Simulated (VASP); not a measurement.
Crystal: Ag.

```
Ag
1.0
     0.00000    2.04275    2.04275
     2.04275    0.00000    2.04275
     2.04275    2.04275    0.00000
Ag
1
Direct
  0.00000 0.00000 0.00000
```

| Quantity | Value |
| --- | --- |
| Program | VASP 6.6.1 |
| Task | relaxation of volume and atoms at fixed shape |
| Functional | PBEsol |
| Potentials or basis | VASP PAW PBE potentials, release 64 (Ag) |
| Cutoff | 600 eV |
| k mesh | 10 × 10 × 10 |
| Occupations | fermi-dirac, width 0.05 eV |
| Spin | no spin polarisation |

At the start: pressure -2.5 GPa; volume 17.05 Å³/atom.

Task: Where does the relaxation end?

Result: Over 3 steps the energy falls by 3.0 meV/atom and the volume is 16.67 Å³/atom (-2.2 %); space group Fm-3m (No. 225, to 0.05 Å).

The path:
```
step  energy change (eV)  largest force (eV/Å)  pressure (GPa)  volume (Å³)
   1              0.0000                0.0000           -2.50        17.05
   2             -0.0014                0.0000            1.99        16.40
   3             -0.0030                0.0000            0.00        16.67
```

Final structure:
```cif
data_structure
_symmetry_space_group_name_H-M 'P 1'
_symmetry_Int_Tables_number 1
_cell_length_a 2.8672
_cell_length_b 2.8672
_cell_length_c 2.8672
_cell_angle_alpha 60.000
_cell_angle_beta 60.000
_cell_angle_gamma 60.000
_cell_volume 16.67
loop_
_atom_site_label
_atom_site_type_symbol
_atom_site_fract_x
_atom_site_fract_y
_atom_site_fract_z
_atom_site_occupancy
Ag1 Ag 0.00000 0.00000 0.00000 1
```

Caveat: the PAW data sets were made with another functional, which shifts forces and pressure a little.
